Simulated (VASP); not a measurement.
# WSe2 (P6_3/mmc) in VASP: a series of runs, part 3 of 3

VASP 6.6.1.

### Step 6. Single point, PBEsol+D3(BJ)

This run uses another cell than the first one, of the same volume but with other edges.

INCAR

```
SYSTEM = WSe2
PREC = Accurate
ENCUT = 520
EDIFF = 1E-6
ISMEAR = 0
SIGMA = 0.05
LREAL = .FALSE.
LASPH = .TRUE.
NELM = 60
ALGO = Normal
ISIF = 2
LWAVE = .FALSE.
LCHARG = .FALSE.
GGA = PS
IVDW = 12
NBANDS = 35
```

KPOINTS

```
Automatic mesh
0
G
  12 12 4
  0 0 0
```

POSCAR

```
WSe2
1.0
    3.4799030006      0.0000000000      0.0000000000
   -1.7399515002      3.0136844012      0.0000000000
    0.0000000000      0.0000000000     10.6984932512
W Se
2 4
Direct
    0.3333333333      0.6666666667      0.2500000000
    0.6666666667      0.3333333333      0.7500000000
    0.3333333333      0.6666666667      0.6145805872
    0.6666666667      0.3333333333      0.1145805872
    0.3333333333      0.6666666667      0.8854194128
    0.6666666667      0.3333333333      0.3854194128
```

Potentials or basis: VASP PAW PBE potentials, release 64 (W_sv, Se).

The run is started by

```bash
$ cat potpaw_PBE.64/W_sv/POTCAR potpaw_PBE.64/Se/POTCAR > POTCAR
$ mpirun -np 1 vasp_std > vasp.out
```

OUTCAR:

```text
SYSTEM = WSe2
   PREC = Accurate
   ENCUT = 520
   EDIFF = 1E-6
   ISMEAR = 0
   LREAL = .FALSE.
   LASPH = .TRUE.
   NELM = 60
   ISIF = 2
   GGA = PS
   IVDW = 12
 IVDW          = 12

 ion  position               nearest neighbor table
   1  0.333  0.667  0.250-   4 2.48   6 2.48   4 2.48   6 2.48   4 2.48   6 2.48
   2  0.667  0.333  0.750-   3 2.48   5 2.48   3 2.48   5 2.48   3 2.48   5 2.48
   3  0.333  0.667  0.615-   2 2.48   2 2.48   2 2.48
   4  0.667  0.333  0.115-   1 2.48   1 2.48   1 2.48
   5  0.333  0.667  0.885-   2 2.48   2 2.48   2 2.48
   6  0.667  0.333  0.385-   1 2.48   1 2.48   1 2.48

  LATTYP: Found a hexagonal cell.
 ALAT       =     3.4799030006
 C/A-ratio  =     3.0743653629

  Lattice vectors:

 A1 = (   3.4799030006,   0.0000000000,   0.0000000000)
 A2 = (  -1.7399515002,   3.0136844012,   0.0000000000)
 A3 = (   0.0000000000,   0.0000000000,  10.6984932512)

Analysis of symmetry for initial positions (statically):
=====================================================================
 Subroutine PRICEL returns:
 Original cell was already a primitive cell.

 Routine SETGRP: Setting up the symmetry group for a
 hexagonal supercell.

 Subroutine GETGRP returns: Found 24 space group operations
 (whereof 12 operations were pure point group operations)
 out of a pool of 24 trial point group operations.

The static configuration has the point symmetry D_3d.
 The point group associated with its full space group is D_6h.

Analysis of symmetry for dynamics (positions and initial velocities):
=====================================================================
 Subroutine PRICEL returns:
 Original cell was already a primitive cell.

 Routine SETGRP: Setting up the symmetry group for a
 hexagonal supercell.

 Subroutine GETGRP returns: Found 24 space group operations
 (whereof 12 operations were pure point group operations)
 out of a pool of 24 trial point group operations.

The dynamic configuration has the point symmetry D_3d.
 The point group associated with its full space group is D_6h.
[... 130 lines left out ...]
  Thomas-Fermi vector in A             =   2.400089
   LORBIT       =      0    0 simple, 1 ext, 2 COOP (PROOUT), +10 PAW based schemes
   GGA     = PS    functional components
   LHFCALC =     F    Hartree Fock is set to
   AEXX    =    0.0000 exact exchange contribution
   IVDW    =    12    specifies the selected vdW correction
   LEPSILON=     F    determine dielectric tensor
   LRPA    =     F    only Hartree local field effects (RPA)
 non-spin polarized calculation
 Gauss-broadening in eV      SIGMA  =   0.05
  energy-cutoff  :      520.00
  volume of cell :      112.20
 maximum number of plane-waves:      3076
 NGX is ok and might be reduce to    28

 number of electron      51.9999999 magnetization

 Free energy of the ion-electron system (eV)
  ---------------------------------------------------
  ext. energy  EPLUGINS =         0.00000000
  ---------------------------------------------------
  free energy    TOTEN  =       -44.38972294 eV

  energy without entropy =      -44.38762322  energy(sigma->0) =      -44.38867308

 E-fermi :   7.6222     XC(G=0): -11.3731

 val. band max:        7.6088309787   @ k =   0.3333   0.2500   0.0000
 cond. band min:       7.6477397947   @ k =   0.3333   0.2500   0.2500
 fundamental gap:      0.0389088160
 Fermi energy:         7.6221858896

 k-point     1 :       0.0000    0.0000    0.0000
  band No.  band energies     occupation
      1     -67.0977      2.00000
      2     -67.0977      2.00000
      3     -31.3883      2.00000
      4     -31.3883      2.00000
      5     -31.3883      2.00000
      6     -31.3883      2.00000
[... 901 lines left out ...]
     34      11.6101      0.00000
     35      12.0909      0.00000

 [... further k-points ...]

------------------------ aborting loop because EDIFF is reached ----------------------------------------

 Edisp (eV)   -2.87033

 E8    (eV) :    -1.9328

  FORCE on cell =-STRESS in cart. coord.  units (eV):
  Direction    XX          YY          ZZ          XY          YZ          ZX
  --------------------------------------------------------------------------------------
  -------------------------------------------------------------------------------------
  Total      -3.90668    -3.90668    22.58308    -0.00000    -0.00000     0.00000
  in kB     -55.78672   -55.78672   322.48260    -0.00000    -0.00000     0.00000
  external pressure =       70.30 kB  Pullay stress =        0.00 kB

 VOLUME and BASIS-vectors are now :
 -----------------------------------------------------------------------------
  energy-cutoff  :      520.00
  volume of cell :      112.20
      direct lattice vectors                 reciprocal lattice vectors
     3.479903001  0.000000000  0.000000000     0.287364332  0.165909874  0.000000000
    -1.739951500  3.013684401  0.000000000     0.000000000  0.331819748  0.000000000
     0.000000000  0.000000000 10.698493251     0.000000000  0.000000000  0.093471106

 POSITION                                       TOTAL-FORCE (eV/Angst)
 -----------------------------------------------------------------------------------
     -0.00000      2.00912      2.67462         0.000000     -0.000000      0.000000
      1.73995      1.00456      8.02387        -0.000000      0.000000      0.000000
     -0.00000      2.00912      6.57509         0.000000     -0.000000     -2.146702
      1.73995      1.00456      1.22584        -0.000000     -0.000000     -2.146702
     -0.00000      2.00912      9.47265         0.000000      0.000000      2.146702
      1.73995      1.00456      4.12341        -0.000000      0.000000      2.146702
 -----------------------------------------------------------------------------------
    total drift:                               -0.000000      0.000000     -0.000000

  FREE ENERGIE OF THE ION-ELECTRON SYSTEM (eV)
  ---------------------------------------------------
  free  energy   TOTEN  =       -47.2600501165 eV

  energy  without entropy=      -47.2579503986  energy(sigma->0) =      -47.25900026
```

OSZICAR:

```text
N       E                     dE             d eps       ncg     rms          rms(c)
DAV:   1     0.507452789556E+03    0.50745E+03   -0.28002E+04  4406   0.147E+03
DAV:   2    -0.132724457985E+02   -0.52073E+03   -0.50386E+03  4615   0.402E+02
DAV:   3    -0.455324853449E+02   -0.32260E+02   -0.31520E+02  4843   0.930E+01
DAV:   4    -0.462574605752E+02   -0.72498E+00   -0.71961E+00  4851   0.139E+01
DAV:   5    -0.462655909003E+02   -0.81303E-02   -0.81049E-02  4717   0.161E+00    0.323E+01
DAV:   6    -0.447133636243E+02    0.15522E+01   -0.63781E+00  4484   0.158E+01    0.121E+01
DAV:   7    -0.445411828381E+02    0.17218E+00   -0.20103E+00  4227   0.765E+00    0.655E+00
DAV:   8    -0.443903778199E+02    0.15081E+00   -0.30104E-01  4516   0.383E+00    0.120E+00
DAV:   9    -0.443908653072E+02   -0.48749E-03   -0.45133E-02  5191   0.106E+00    0.668E-01
DAV:  10    -0.443896759465E+02    0.11894E-02   -0.72364E-03  4483   0.567E-01    0.819E-02
DAV:  11    -0.443897610288E+02   -0.85082E-04   -0.62493E-04  4541   0.165E-01    0.139E-01
DAV:  12    -0.443897239995E+02    0.37029E-04   -0.42544E-05  4584   0.464E-02    0.860E-02
DAV:  13    -0.443897230816E+02    0.91792E-06   -0.80738E-05  4504   0.550E-02    0.251E-02
DAV:  14    -0.443897229370E+02    0.14463E-06   -0.51691E-06  4417   0.155E-02
   1 F= -.47260050E+02 E0= -.47259000E+02  d E =-.209972E-02
```

Run time: 2.7 min. Hardware: 1 thread of Intel Xeon Platinum 8488C (Sapphire Rapids), shared host; peak memory 0.36 GiB.

Results:

```
Free energy                : -47.2601 eV
Pressure                   : 7.0 GPa
Largest force              : 2.147 eV/Å
Band gap on the k mesh     : zero (bands 26 and 27 overlap by 1.36 eV)
Dispersion energy per atom : -0.478 eV
```

Forces on the atoms (eV/Å):
```
W    0.000  0.000  0.000
W    0.000  0.000  0.000
Se   0.000  0.000 -2.147
Se   0.000  0.000 -2.147
Se   0.000  0.000  2.147
Se   0.000  0.000  2.147
```

Stress tensor (GPa, compression positive):
```
-5.58  0.00  0.00
 0.00 -5.58  0.00
 0.00  0.00 32.25
```

Levels at points of the mesh, in eV from the Fermi level:
| k point | band 22 | band 23 | band 24 | band 25 | band 26 | band 27 | band 28 | band 29 | band 30 | band 31 |
| --- | --- | --- | --- | --- | --- | --- | --- | --- | --- | --- |
| (0.00, 0.00, 0.00) | -2.80 | -2.80 | -0.16 | 0.16 | 1.06 | 1.77 | 1.77 | 1.79 | 1.79 | 1.93 |
| (0.50, 0.00, 0.00) | -2.49 | -2.31 | -2.24 | -1.48 | -1.22 | 0.72 | 0.95 | 0.96 | 0.97 | 2.69 |
| (0.00, 0.00, 0.50) | -2.97 | -1.43 | -1.43 | 0.44 | 0.44 | 1.71 | 1.71 | 1.71 | 1.71 | 2.47 |
| (0.50, 0.00, 0.50) | -2.83 | -2.44 | -2.44 | -1.28 | -1.28 | 0.81 | 0.81 | 0.97 | 0.97 | 3.21 |

Caveat: the cell stands under pressure; the PAW data sets were made with another functional, which shifts forces and pressure a little; spin-orbit coupling is left out, which moves the levels of the heavy elements.

### Step 7. The runs side by side

| cell | gap on the mesh (eV) | pressure (GPa) | largest force (eV/Å) |
| --- | --- | --- | --- |
| a = 3.129, b = 3.129, c = 13.229 Å, angles 90.0, 90.0, 120.0°, 6 atoms | 0.62 | -1.2 | 0.99 |
| a = 3.275, b = 3.275, c = 12.081 Å, angles 90.0, 90.0, 120.0°, 6 atoms | 0.60 | 1.5 | 0.51 |
| a = 3.178, b = 3.178, c = 12.825 Å, angles 90.0, 90.0, 120.0°, 6 atoms | 0.77 | -0.5 | 0.47 |
| a = 3.410, b = 3.410, c = 11.140 Å, angles 90.0, 90.0, 120.0°, 6 atoms | none | 5.0 | 1.68 |
| a = 3.480, b = 3.480, c = 10.698 Å, angles 90.0, 90.0, 120.0°, 6 atoms | none | 7.0 | 2.15 |

Alike in all rows: task single point; level PBEsol+D3(BJ); potentials or basis VASP PAW PBE potentials, release 64 (W_sv, Se); no spin polarisation; k mesh 12 × 12 × 4; cutoff (eV) 520; smearing gaussian 0.05 eV.

Caveats: the PAW data sets were made with another functional, which shifts forces and pressure a little; spin-orbit coupling is left out, which moves the levels of the heavy elements; the cell stands under pressure (at least some runs).

Absolute energies hang on the potentials; compare differences alone.
